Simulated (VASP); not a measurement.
# In (Fd-3m) in VASP: notebook

The runs below take In through single point, with RPBE.

Program: VASP 6.6.1. These are calculated values, not measurements. Logs are shortened: lines on timing, memory, paths and dates and some standing lists are left out, and cuts for length are marked.

### Step 1. The cell of the first run

It takes space group Fd-3m (No. 227, cubic). The conventional cell has a = 6.682 Å, b = 6.682 Å, c = 6.682 Å, α = 90.00°, β = 90.00°, γ = 90.00°. Within 3.8 Å of In (site symmetry -43m) lie 4 In at 2.89 Å.

This isn't the form of In at room conditions, which is tetragonal.

### Step 2. Single point, RPBE (37.29 Å³/atom)

Contents of INCAR:

```
SYSTEM = In
  PREC = Accurate
  ENCUT = 520
  EDIFF = 1E-6
  ISMEAR = -1
  SIGMA = 0.1
  LREAL = .FALSE.
  LASPH = .TRUE.
  NELM = 80
  ALGO = Normal
  ISIF = 2
  LWAVE = .FALSE.
  LCHARG = .FALSE.
  GGA = RP
  NBANDS = 20
```

Contents of KPOINTS:

```
Automatic mesh
0
G
  9 9 9
  0 0 0
```

Contents of POSCAR:

```
In
1.0
    0.0000000000      3.3409584042      3.3409584042
    3.3409584042      0.0000000000      3.3409584042
    3.3409584042      3.3409584042      0.0000000000
In
2
Direct
    0.1250000000      0.1250000000      0.1250000000
    0.8750000000      0.8750000000      0.8750000000
```

Potentials or basis: VASP PAW PBE potentials, release 64 (In_d).

Command:

```console
> cat potpaw_PBE.64/In_d/POTCAR > POTCAR
> mpirun -np 1 vasp_std > vasp.out
```

OUTCAR:

```text
SYSTEM = In
   PREC = Accurate
   ENCUT = 520
   EDIFF = 1E-6
   ISMEAR = -1
   LREAL = .FALSE.
   LASPH = .TRUE.
   NELM = 80
   ISIF = 2
   GGA = RP

 ion  position               nearest neighbor table
   1  0.125  0.125  0.125-   2 2.89   2 2.89   2 2.89   2 2.89
   2  0.875  0.875  0.875-   1 2.89   1 2.89   1 2.89   1 2.89

  LATTYP: Found a face centered cubic cell.
 ALAT       =     6.6819168084

  Lattice vectors:

 A1 = (   0.0000000000,   3.3409584042,   3.3409584042)
 A2 = (   3.3409584042,   0.0000000000,   3.3409584042)
 A3 = (   3.3409584042,   3.3409584042,   0.0000000000)

Analysis of symmetry for initial positions (statically):
=====================================================================
 Subroutine PRICEL returns:
 Original cell was already a primitive cell.

 Routine SETGRP: Setting up the symmetry group for a
 face centered cubic supercell.

 Subroutine GETGRP returns: Found 48 space group operations
 (whereof 12 operations were pure point group operations)
 out of a pool of 48 trial point group operations.

The static configuration has the point symmetry D_3d.
 The point group associated with its full space group is O_h .

Analysis of symmetry for dynamics (positions and initial velocities):
=====================================================================
 Subroutine PRICEL returns:
 Original cell was already a primitive cell.

 Routine SETGRP: Setting up the symmetry group for a
 face centered cubic supercell.

 Subroutine GETGRP returns: Found 48 space group operations
 (whereof 12 operations were pure point group operations)
 out of a pool of 48 trial point group operations.

The dynamic configuration has the point symmetry D_3d.
 The point group associated with its full space group is O_h .

 Subroutine INISYM returns: Found 48 space group operations
 (whereof 12 operations are pure point group operations),
 and found     1 'primitive' translations

----------------------------------------------------------------------------------------

                                     Primitive cell

  volume of cell :      74.5836

  direct lattice vectors                    reciprocal lattice vectors
     0.000000000  3.340958404  3.340958404    -0.149657655  0.149657655  0.149657655
     3.340958404  0.000000000  3.340958404     0.149657655 -0.149657655  0.149657655
     3.340958404  3.340958404  0.000000000     0.149657655  0.149657655 -0.149657655

  length of vectors
     4.724828687  4.724828687  4.724828687     0.259214662  0.259214662  0.259214662

  position of ions in fractional coordinates (direct lattice)
     0.125000000  0.125000000  0.125000000
     0.875000000  0.875000000  0.875000000

  ion indices of the primitive-cell ions
   primitive index   ion index
                 1           1
                 2           2

----------------------------------------------------------------------------------------

 KPOINTS: Automatic mesh

Automatic generation of k-mesh.
 Grid dimensions read from file:
 generate k-points for:    9    9    9

 Generating k-lattice:

  Cartesian coordinates                     Fractional coordinates (reciprocal lattice)
    -0.016628628  0.016628628  0.016628628     0.111111111  0.000000000  0.000000000
     0.016628628 -0.016628628  0.016628628     0.000000000  0.111111111  0.000000000
     0.016628628  0.016628628 -0.016628628     0.000000000  0.000000000  0.111111111

  Length of vectors
     0.028801629  0.028801629  0.028801629

  Shift w.r.t. Gamma in fractional coordinates (k-lattice)
     0.000000000  0.000000000  0.000000000

 Subroutine IBZKPT returns following result:
 ===========================================

 Found     35 irreducible k-points:

 Following reciprocal coordinates:
            Coordinates               Weight
  0.000000  0.000000  0.000000      1.000000
  0.111111  0.000000  0.000000      8.000000
  0.222222  0.000000  0.000000      8.000000
  0.333333  0.000000  0.000000      8.000000
  0.444444  0.000000  0.000000      8.000000
  0.111111  0.111111  0.000000      6.000000
[... 16 lines left out ...]
 -0.333333  0.333333  0.000000     12.000000
  0.444444  0.444444  0.000000      6.000000
 [... further k-points ...]
   k-points           NKPTS =     35   k-points in BZ     NKDIM =     35   number of bands    NBANDS=     20
   number of dos      NEDOS =    301   number of ions     NIONS =      2
   total plane-waves  NPLWV =  46656
   dimension x,y,z NGX =    36 NGY =   36 NGZ =   36
   dimension x,y,z NGXF=    72 NGYF=   72 NGZF=   72
   ions per type =               2
   NGX,Y,Z   is equivalent  to a cutoff of  12.67, 12.67, 12.67 a.u.
   NGXF,Y,Z  is equivalent  to a cutoff of  25.33, 25.33, 25.33 a.u.
 SYSTEM =  In
   PREC   = accura    normal or accurate (medium, high low for compatibility)
   ISTART =      0    job   : 0-new  1-cont  2-samecut
   ICHARG =      2    charge: 1-file 2-atom 10-const
   ISPIN  =      1    spin polarized calculation?
   LNONCOLLINEAR =      F non collinear calculations
   LSORBIT =      F    spin-orbit coupling
   LASPH  =      T    aspherical Exc in radial PAW
   ENCUT  =  520.0 eV  38.22 Ry    6.18 a.u.   8.79  8.79  8.79*2*pi/ulx,y,z
   NELM   =     80;   NELMIN=  2; NELMDL= -5     # of ELM steps
   EDIFF  = 0.1E-05   stopping-criterion for ELM
   LREAL  =      F    real-space projection
   EDIFFG = 0.1E-04   stopping-criterion for IOM
   NSW    =      0    number of steps for IOM
   IBRION =     -1    ionic relax: 0-MD 1-quasi-New 2-CG
   NFREE  =      0    steps in history (QN), initial steepest desc. (CG)
   ISIF   =      2    stress and relaxation
   ISYM   =      2    0-nonsym 1-usesym 2-fastsym
   POTIM  = 0.5000    time-step for ionic-motion
   TEBEG  =    0.0;   TEEND  =   0.0 temperature during run
   PSTRESS=    0.0 pullay stress
   NELECT =      26.0000    total number of electrons
   NUPDOWN=      -1.0000    fix difference up-down
   EMIN   =  10.00;   EMAX   =-10.00  energy-range for DOS
   EFERMI =   0.00;   METHOD = LEGACY
   ISMEAR =    -1;   SIGMA  =   0.10  broadening in eV -4-tet -1-fermi 0-gaus
   EFERMI_NEDOS =   21; number of points for ismear=-14 and -15
   IALGO  =     38    algorithm
   IMIX   =      4    mixing-type and parameters
     AMIX     =   0.40;   BMIX     =  1.00
     AMIX_MAG =   1.60;   BMIX_MAG =  1.00
  volume/ion in A,a.u.               =      37.29       251.66
  Fermi-wavevector in a.u.,A,eV,Ry     =   1.152174  2.177294 18.061813  1.327506
  Thomas-Fermi vector in A             =   2.288827
   LORBIT       =      0    0 simple, 1 ext, 2 COOP (PROOUT), +10 PAW based schemes
   GGA     = RP    functional components
   LHFCALC =     F    Hartree Fock is set to
   AEXX    =    0.0000 exact exchange contribution
   IVDW    =     0    specifies the selected vdW correction
   LEPSILON=     F    determine dielectric tensor
   LRPA    =     F    only Hartree local field effects (RPA)
 non-spin polarized calculation
  energy-cutoff  :      520.00
  volume of cell :       74.58
 maximum number of plane-waves:      2020
   NGX = 17   NGY = 17   NGZ = 17

 number of electron      26.0000012 magnetization

 Free energy of the ion-electron system (eV)
  ---------------------------------------------------
  ext. energy  EPLUGINS =         0.00000000
  ---------------------------------------------------
  free energy    TOTEN  =        -3.77551739 eV

  energy without entropy =       -3.71930884  energy(sigma->0) =       -3.74741312

 E-fermi :   3.9264     XC(G=0):  -8.2336

 val. band max:        3.9010413332   @ k =   0.3333   0.3333   0.0000
 cond. band min:       3.9537787990   @ k =   0.4444   0.3333   0.1111
 fundamental gap:      0.0527374658
 Fermi energy:         3.9264160304

 k-point     1 :       0.0000    0.0000    0.0000
  band No.  band energies     occupation
      1     -10.7691      2.00000
      2     -10.7691      2.00000
      3     -10.7691      2.00000
      4     -10.7066      2.00000
      5     -10.7066      2.00000
      6     -10.3021      2.00000
[... 12 lines left out ...]
     19       9.9863      0.00000
     20      13.0308      0.00000

 k-point     2 :       0.1111    0.0000    0.0000
  band No.  band energies     occupation
      1     -10.7827      2.00000
      2     -10.7827      2.00000
      3     -10.7660      2.00000
      4     -10.6875      2.00000
      5     -10.6875      2.00000
      6     -10.3174      2.00000
[... 12 lines left out ...]
     19      10.6817      0.00000
     20      12.1955      0.00000

 k-point     3 :       0.2222    0.0000    0.0000
  band No.  band energies     occupation
      1     -10.8006      2.00000
      2     -10.8006      2.00000
      3     -10.7580      2.00000
      4     -10.6571      2.00000
      5     -10.6571      2.00000
      6     -10.3396      2.00000
[... 12 lines left out ...]
     19      11.2018      0.00000
     20      11.9005      0.00000

 k-point     4 :       0.3333    0.0000    0.0000
  band No.  band energies     occupation
      1     -10.8105      2.00000
      2     -10.8105      2.00000
      3     -10.7488      2.00000
      4     -10.6361      2.00000
      5     -10.6361      2.00000
      6     -10.3529      2.00000
[... 12 lines left out ...]
     19      11.5075      0.00000
     20      12.4626      0.00000

 k-point     5 :       0.4444    0.0000    0.0000
  band No.  band energies     occupation
      1     -10.8137      2.00000
      2     -10.8137      2.00000
      3     -10.7427      2.00000
      4     -10.6279      2.00000
      5     -10.6279      2.00000
      6     -10.3565      2.00000
[... 12 lines left out ...]
     19      13.1689      0.00000
     20      13.5663      0.00000
[... 353 lines left out ...]
      6     -10.4704      2.00000
[... 12 lines left out ...]
     19      14.1940      0.00000
     20      14.6549      0.00000

 k-point    22 :      -0.4444    0.3333    0.0000
  band No.  band energies     occupation
      1     -10.8602      2.00000
      2     -10.8310      2.00000
      3     -10.6885      2.00000
      4     -10.5706      2.00000
      5     -10.5255      2.00000
      6     -10.4764      2.00000
[... 12 lines left out ...]
     19      13.0226      0.00000
     20      13.7030      0.00000

 k-point    23 :      -0.3333    0.3333    0.0000
  band No.  band energies     occupation
      1     -10.8664      2.00000
      2     -10.8344      2.00000
      3     -10.6763      2.00000
      4     -10.5367      2.00000
      5     -10.5205      2.00000
      6     -10.5038      2.00000
[... 12 lines left out ...]
     19      11.4429      0.00000
     20      12.4892      0.00000

 k-point    24 :       0.4444    0.4444    0.0000
  band No.  band energies     occupation
      1     -10.8286      2.00000
      2     -10.8286      2.00000
      3     -10.7199      2.00000
      4     -10.6434      2.00000
      5     -10.5183      2.00000
      6     -10.4406      2.00000
[... 12 lines left out ...]
     19      14.0682      0.00000
     20      15.2492      0.00000

 [... further k-points ...]

------------------------ aborting loop because EDIFF is reached ----------------------------------------

  FORCE on cell =-STRESS in cart. coord.  units (eV):
  Direction    XX          YY          ZZ          XY          YZ          ZX
  --------------------------------------------------------------------------------------
  -------------------------------------------------------------------------------------
  Total        0.8270424      0.8270424      0.8270424      0.0000000      0.0000000      0.0000000
  in kB       17.7662240     17.7662240     17.7662240      0.0000000      0.0000000      0.0000000
  external PRESSURE =      17.7662240 kB  Pullay stress =       0.0000000 kB

 VOLUME and BASIS-vectors are now :
 -----------------------------------------------------------------------------
  energy-cutoff  :      520.00
  volume of cell :       74.58
      direct lattice vectors                 reciprocal lattice vectors
     0.000000000  3.340958404  3.340958404    -0.149657655  0.149657655  0.149657655
     3.340958404  0.000000000  3.340958404     0.149657655 -0.149657655  0.149657655
     3.340958404  3.340958404  0.000000000     0.149657655  0.149657655 -0.149657655

 POSITION                                       TOTAL-FORCE (eV/Angst)
 -----------------------------------------------------------------------------------
      0.83524      0.83524      0.83524         0.000000      0.000000      0.000000
      5.84668      5.84668      5.84668        -0.000000     -0.000000     -0.000000
 -----------------------------------------------------------------------------------
    total drift:                                0.000000      0.000000      0.000000

  FREE ENERGIE OF THE ION-ELECTRON SYSTEM (eV)
  ---------------------------------------------------
  free  energy   TOTEN  =        -3.7755173929 eV

  energy  without entropy=       -3.7193088436  energy(sigma->0) =       -3.74741312
```

Run time: 17 s. Hardware: 1 thread of Intel Xeon 6975P-C (Granite Rapids), shared host; peak memory 0.21 GiB.

Results:

| Item | Value |
| --- | --- |
| Free energy | -3.7755 eV |
| Pressure | 1.8 GPa |
| Band gap on the k mesh | zero (bands 13 and 14 overlap by 3.05 eV) |

Levels at points of the mesh, in eV from the Fermi level:
```
           k point  band 10  band 11  band 12  band 13  band 14  band 15  band 16  band 17
(0.00, 0.00, 0.00)   -14.19    -7.92     2.16     2.29     2.29     2.29     3.96     3.96
```

Caveat: the PAW data sets were made with another functional, which shifts forces and pressure a little; spin-orbit coupling is left out, which moves the levels of the heavy elements.

(Part 1 of 2 ends here.)
